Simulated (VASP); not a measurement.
# Te (C2/m) in VASP: notebook, part 2 of 2

VASP 6.6.1.

## (4) Relaxation of cell and atoms, PBE

Input file INCAR:

```
SYSTEM = Te
PREC = Accurate ; ENCUT = 600
EDIFF = 1E-7 ; ISMEAR = -1
SIGMA = 0.1 ; LREAL = .False.
LASPH = .True. ; NELM = 60
ALGO = Normal ; ISIF = 3
LWAVE = .False. ; LCHARG = .False.
GGA = PE ; IBRION = 2
NSW = 60 ; EDIFFG = -0.03
```

Input file KPOINTS:

```
regular mesh
0
Gamma
  5 5 6
  0 0 0
```

Input file POSCAR:

```
Te
1.0
    0.0000000000      4.7254320000      0.0000000000
    4.2189500000     -2.3627160000      0.0000000000
   -0.1299830000      0.0000000000     -3.9431910000
Te
3
Direct
    0.3240000000      0.6480000000      0.3250000000
    0.6760000000      0.3520000000      0.6750000000
    0.0000000000      0.0000000000      0.0000000000
```

Potentials or basis: VASP PAW PBE potentials, release 64 (Te).

On the command line:

```sh
$ cat potpaw_PBE.64/Te/POTCAR > POTCAR
$ mpirun -np 1 vasp_std > vasp.out
```

OUTCAR:

```text
SYSTEM = Te
   PREC = Accurate
   ENCUT = 600
   EDIFF = 1E-7
   ISMEAR = -1
   LREAL = .False.
   LASPH = .True.
   NELM = 60
   ISIF = 3
   GGA = PE
   IBRION = 2
   NSW = 60
   EDIFFG = -0.03

 ion  position               nearest neighbor table
   1  0.324  0.648  0.325-   3 2.98   2 3.03   2 3.03   3 3.09   3 3.09   2 3.23   2 3.68   2 3.68

   2  0.676  0.352  0.675-   3 2.98   1 3.03   1 3.03   3 3.09   3 3.09   1 3.23   1 3.68   1 3.68

   3  0.000  0.000  0.000-   1 2.98   2 2.98   2 3.09   1 3.09   2 3.09   1 3.09

  LATTYP: Found a base centered monoclinic cell.
 ALAT       =     8.4379000000
 B/A-ratio  =     0.5600246507
 C/A-ratio  =     0.4675728312
 COS(beta)  =    -0.0329460167

  Lattice vectors:

 A1 = (   4.2189500000,   2.3627160000,   0.0000000000)
 A2 = (   4.2189500000,  -2.3627160000,   0.0000000000)
 A3 = (  -0.1299830000,   0.0000000000,  -3.9431910000)

Analysis of symmetry for initial positions (statically):
=====================================================================
 Subroutine PRICEL returns:
 Original cell was already a primitive cell.

 Routine SETGRP: Setting up the symmetry group for a
 base centered monoclinic supercell.

 Subroutine GETGRP returns: Found  4 space group operations
 (whereof  4 operations were pure point group operations)
 out of a pool of  4 trial point group operations.

The static configuration has the point symmetry C_2h.

Analysis of symmetry for dynamics (positions and initial velocities):
=====================================================================
 Subroutine PRICEL returns:
 Original cell was already a primitive cell.

 Routine SETGRP: Setting up the symmetry group for a
 base centered monoclinic supercell.

 Subroutine GETGRP returns: Found  4 space group operations
 (whereof  4 operations were pure point group operations)
 out of a pool of  4 trial point group operations.

The dynamic configuration has the point symmetry C_2h.

 Subroutine INISYM returns: Found  4 space group operations
 (whereof  4 operations are pure point group operations),
 and found     1 'primitive' translations

----------------------------------------------------------------------------------------

                                     Primitive cell

  volume of cell :      78.6129

  direct lattice vectors                    reciprocal lattice vectors
     0.000000000  4.725432000  0.000000000     0.118512900  0.211620863 -0.003906649
     4.218950000 -2.362716000  0.000000000     0.237025800  0.000000000 -0.007813298
    -0.129983000  0.000000000 -3.943191000     0.000000000  0.000000000 -0.253601715

  length of vectors
     4.725432000  4.835490254  3.945332792     0.242577739  0.237154544  0.253601715

  position of ions in fractional coordinates (direct lattice)
     0.324000000  0.648000000  0.325000000
     0.676000000  0.352000000  0.675000000
     0.000000000  0.000000000  0.000000000

  ion indices of the primitive-cell ions
   primitive index   ion index
                 1           1
                 2           2
                 3           3

----------------------------------------------------------------------------------------

[... 28 lines left out ...]
  0.400000 -0.000000 -0.000000      4.000000
  0.000000  0.200000 -0.000000      2.000000
  0.200000  0.200000 -0.000000      4.000000
  0.400000  0.200000 -0.000000      4.000000
[... 16 lines left out ...]
  0.200000 -0.400000  0.166667      4.000000
  0.000000 -0.200000  0.166667      2.000000
 [... further k-points ...]
   k-points           NKPTS =     48   k-points in BZ     NKDIM =     48   number of bands    NBANDS=     13
   number of dos      NEDOS =    301   number of ions     NIONS =      3
   total plane-waves  NPLWV =  51200
   dimension x,y,z NGX =    40 NGY =   40 NGZ =   32
   dimension x,y,z NGXF=    80 NGYF=   80 NGZF=   64
   ions per type =               3
   NGX,Y,Z   is equivalent  to a cutoff of  14.07, 13.75, 13.48 a.u.
   NGXF,Y,Z  is equivalent  to a cutoff of  28.14, 27.50, 26.97 a.u.
 SYSTEM =  Te
   PREC   = accura    normal or accurate (medium, high low for compatibility)
   ISTART =      0    job   : 0-new  1-cont  2-samecut
   ICHARG =      2    charge: 1-file 2-atom 10-const
   ISPIN  =      1    spin polarized calculation?
   LNONCOLLINEAR =      F non collinear calculations
   LSORBIT =      F    spin-orbit coupling
   LASPH  =      T    aspherical Exc in radial PAW
   ENCUT  =  600.0 eV  44.10 Ry    6.64 a.u.   9.44  9.66  7.88*2*pi/ulx,y,z
   NELM   =     60;   NELMIN=  2; NELMDL= -5     # of ELM steps
   EDIFF  = 0.1E-06   stopping-criterion for ELM
   LREAL  =      F    real-space projection
   EDIFFG = -.3E-01   stopping-criterion for IOM
   NSW    =     60    number of steps for IOM
   IBRION =      2    ionic relax: 0-MD 1-quasi-New 2-CG
   NFREE  =      1    steps in history (QN), initial steepest desc. (CG)
   ISIF   =      3    stress and relaxation
   ISYM   =      2    0-nonsym 1-usesym 2-fastsym
   POTIM  = 0.5000    time-step for ionic-motion
   TEBEG  =    0.0;   TEEND  =   0.0 temperature during run
   PSTRESS=    0.0 pullay stress
   NELECT =      18.0000    total number of electrons
   NUPDOWN=      -1.0000    fix difference up-down
   EMIN   =  10.00;   EMAX   =-10.00  energy-range for DOS
   EFERMI =   0.00;   METHOD = LEGACY
   ISMEAR =    -1;   SIGMA  =   0.10  broadening in eV -4-tet -1-fermi 0-gaus
   EFERMI_NEDOS =   21; number of points for ismear=-14 and -15
   IALGO  =     38    algorithm
   IMIX   =      4    mixing-type and parameters
     AMIX     =   0.40;   BMIX     =  1.00
     AMIX_MAG =   1.60;   BMIX_MAG =  1.00
  volume/ion in A,a.u.               =      26.20       176.84
  Fermi-wavevector in a.u.,A,eV,Ry     =   1.001539  1.892634 13.647730  1.003080
  Thomas-Fermi vector in A             =   2.133967
   LORBIT       =      0    0 simple, 1 ext, 2 COOP (PROOUT), +10 PAW based schemes
   GGA     = PE    functional components
   LHFCALC =     F    Hartree Fock is set to
   AEXX    =    0.0000 exact exchange contribution
   IVDW    =     0    specifies the selected vdW correction
   LEPSILON=     F    determine dielectric tensor
   LRPA    =     F    only Hartree local field effects (RPA)
 conjugate gradient relaxation of ions
 non-spin polarized calculation
  energy-cutoff  :      600.00
  volume of cell :       78.61
 maximum number of plane-waves:      2657
 NGX is ok and might be reduce to    40
   NGX = 19   NGY = 19   NGZ = 15

--------------------------------------- Ionic step        1  -------------------------------------------

 number of electron      17.9999999 magnetization

 Free energy of the ion-electron system (eV)
  ---------------------------------------------------
  ext. energy  EPLUGINS =         0.00000000
  ---------------------------------------------------
  free energy    TOTEN  =        -8.70951129 eV

  energy without entropy =       -8.66865168  energy(sigma->0) =       -8.68908149

 E-fermi :   9.2172     XC(G=0): -10.3770

 val. band max:        9.1442486074   @ k =   0.0000   0.4000  -0.0000
 cond. band min:       9.2255950195   @ k =   0.2000   0.4000   0.3333
 fundamental gap:      0.0813464122
 Fermi energy:         9.2171556886

 k-point     1 :       0.0000    0.0000    0.0000
  band No.  band energies     occupation
      1      -5.7410      2.00000
      2      -0.4039      2.00000
      3      -0.3578      2.00000
      4       4.3926      2.00000
      5       4.6667      2.00000
      6       5.1909      2.00000
      7       5.2115      2.00000
      8       6.9582      2.00000
      9       7.2710      2.00000
     10      10.7607      0.00000
     11      12.1750      0.00000
     12      12.5229      0.00000
     13      14.9096      0.00000
[... 472 lines left out ...]
  FREE ENERGIE OF THE ION-ELECTRON SYSTEM (eV)
  ---------------------------------------------------
  free  energy   TOTEN  =        -9.0703006701 eV

  energy  without entropy=       -9.0192701999  energy(sigma->0) =       -9.04478544

[... ionic steps 4 to 11 ...]

--------------------------------------- Ionic step       12  -------------------------------------------

 number of electron      17.9999999 magnetization

------------------------ aborting loop because EDIFF is reached ----------------------------------------
[... 69 lines left out ...]
--------------------------------------- Ionic step       14  -------------------------------------------

 number of electron      18.0000001 magnetization

 Free energy of the ion-electron system (eV)
  ---------------------------------------------------
  ext. energy  EPLUGINS =         0.00000000
  ---------------------------------------------------
  free energy    TOTEN  =        -9.32149336 eV

  energy without entropy =       -9.25876144  energy(sigma->0) =       -9.29012740

 E-fermi :   6.3937     XC(G=0):  -9.2766

 val. band max:        6.3548355128   @ k =   0.0000  -0.4000   0.3333
 cond. band min:       6.4277387897   @ k =   0.0000   0.0000   0.3333
 fundamental gap:      0.0729032770
 Fermi energy:         6.3936889314

 k-point     1 :       0.0000    0.0000    0.0000
  band No.  band energies     occupation
      1      -7.1717      2.00000
      2      -3.7619      2.00000
      3      -3.7431      2.00000
      4       3.7479      2.00000
      5       3.7600      2.00000
      6       3.9845      2.00000
      7       4.0189      2.00000
      8       4.1897      2.00000
      9       4.1968      2.00000
     10       7.4553      0.00005
     11       7.6823      0.00001
     12       7.6854      0.00000
     13      11.7733      0.00000
[... 398 lines left out ...]
  FREE ENERGIE OF THE ION-ELECTRON SYSTEM (eV)
  ---------------------------------------------------
  free  energy   TOTEN  =        -9.3214933577 eV

  energy  without entropy=       -9.2587614373  energy(sigma->0) =       -9.29012740

 reached required accuracy - stopping structural energy minimisation
```

OSZICAR:

```text
N       E                     dE             d eps       ncg     rms          rms(c)
DAV:   1     0.795389473091E+02    0.79539E+02   -0.74270E+03  1248   0.127E+03
DAV:   2    -0.381279321751E+01   -0.83352E+02   -0.80462E+02  1620   0.172E+02
DAV:   3    -0.863556533656E+01   -0.48228E+01   -0.46867E+01  1523   0.441E+01
[... 160 lines left out ...]
DAV:   4    -0.932149249266E+01    0.71774E-04   -0.19574E-04  1318   0.764E-02    0.591E-02
DAV:   5    -0.932149331171E+01   -0.81905E-06   -0.80773E-06  1451   0.197E-02    0.530E-02
DAV:   6    -0.932149350990E+01   -0.19819E-06   -0.75478E-07  1336   0.612E-03    0.341E-02
DAV:   7    -0.932149327827E+01    0.23163E-06   -0.67285E-07  1278   0.635E-03    0.554E-03
DAV:   8    -0.932149335765E+01   -0.79384E-07   -0.50132E-08   679   0.165E-03
  14 F= -.93214934E+01 E0= -.92901274E+01  d E =-.863026E-03
```

CONTCAR:

```text
Te
   1.00000000000000
     0.0000000000000000    4.6317152796746361    0.0000000000000000
     3.8160430589101915   -2.3158576398373181   -0.1427084444435586
    -0.0347531620122794    0.0000000000000000   -5.5576779593051198
  Te
     3
Direct
     0.3329120098617096    0.6658240197234263    0.3324239303532903
     0.6670879901382903    0.3341759802765738    0.6675760696467097
     0.0000000000000000    0.0000000000000000    0.0000000000000000

  0.00000000E+00  0.00000000E+00  0.00000000E+00
  0.00000000E+00  0.00000000E+00  0.00000000E+00
  0.00000000E+00  0.00000000E+00  0.00000000E+00
```

Wall time 5.2 min (1 thread of AMD EPYC 9R45 (Zen 5), shared host); peak memory 0.22 GiB.

Results:

```yaml
Free_energy: -9.3215 eV
Relaxed_volume: 32.75 Å³/atom
Relaxed_cell: a = 4.632 Å, b = 4.466 Å, c = 5.558 Å, α = 88.48°, β = 90.00°, γ = 121.23°
Space_group_after_relaxing_to_0.05_Å: C2/m (No. 12)
Energy_gained_by_relaxing: 204.0 meV/atom
Ionic_steps: 14
Pressure_after_relaxing: 0.0 GPa
Largest_force_after_relaxing: 0.021 eV/Å
Band_gap_on_the_k_mesh: zero (band 9 reaches 6.99 eV, above the bottom of band 10 at 5.55 eV)
```

Forces in eV/Å, atoms in the order of the input:
```
Te  -0.003  0.000 -0.021
Te   0.003  0.000  0.021
Te   0.000  0.000  0.000
```

Stress tensor (GPa, compression positive):
```
 0.08  0.00  0.04
 0.00 -0.13  0.00
 0.04  0.00  0.02
```

The path:
```
step  energy change (eV)  largest force (eV/Å)  pressure (GPa)  volume (Å³)
   1              0.0000                0.5162           10.44        78.61
   2             -0.2476                0.0992           -3.97        99.68
   3             -0.3608                0.1581           -0.21        90.96
   4             -0.4348                0.1487           -0.08        91.90
   5             -0.5515                0.1051            0.51        93.90
   6             -0.5825                0.2161            1.43        95.67
   7             -0.4923                0.0583           -3.64       107.10
   8             -0.6007                0.1540           -0.38        98.95
   9             -0.6007                0.1570           -0.28        98.76
  10             -0.6094                0.0754            0.05        98.04
  11             -0.6097                0.0599            0.12        97.90
  12             -0.6111                0.0129           -0.17        98.51
  13             -0.6111                0.0052           -0.22        98.62
  14             -0.6120                0.0209           -0.01        98.25
```

Final structure:
```cif
data_structure
_symmetry_space_group_name_H-M 'P 1'
_symmetry_Int_Tables_number 1
_cell_length_a 4.6317
_cell_length_b 4.4661
_cell_length_c 5.5578
_cell_angle_alpha 88.475
_cell_angle_beta 90.000
_cell_angle_gamma 121.235
_cell_volume 98.25
loop_
_atom_site_label
_atom_site_type_symbol
_atom_site_fract_x
_atom_site_fract_y
_atom_site_fract_z
_atom_site_occupancy
Te1 Te 0.33291 0.66582 0.33242 1
Te2 Te 0.66709 0.33418 0.66758 1
Te3 Te 0.00000 0.00000 0.00000 1
```

Caveat: the volume moved by over 15 % at a fixed basis, so the end points are rough; spin-orbit coupling is left out, which moves the levels of the heavy elements; the volume moved by +25 % from the deposited cell, more than functionals usually miss. Zero-point motion and thermal expansion aren't in these numbers.

## (5) Overview

```tsv
task	cell	k mesh	cutoff (eV)	gap on the mesh (eV)	pressure (GPa)	largest force (eV/Å)
single point	a = 4.725, b = 4.835, c = 3.945 Å, angles 91.6, 90.0, 119.2°, 3 atoms	5 × 5 × 5	520	none	10.3	0.54
single point	a = 4.434, b = 4.458, c = 5.785 Å, angles 90.4, 90.0, 119.8°, 3 atoms	5 × 5 × 6	520	none	0.0	0.02
relaxation of cell and atoms	relaxed from a = 4.725, b = 4.835, c = 3.945 Å, angles 91.6, 90.0, 119.2°, 3 atoms	5 × 5 × 6	600	none	0.0	0.02
```

Alike in all rows: level PBE; potentials or basis VASP PAW PBE potentials, release 64 (Te); no spin polarisation; smearing fermi-dirac 0.1 eV.

Caveats: spin-orbit coupling is left out, which moves the levels of the heavy elements; the volume moved by over 15 % at a fixed basis, so the end points are rough (some runs); the volume moved by +25 % from the deposited cell, more than functionals usually miss (some runs).

Total energies depend on the potentials used, so only differences within one code and one set of settings carry meaning.
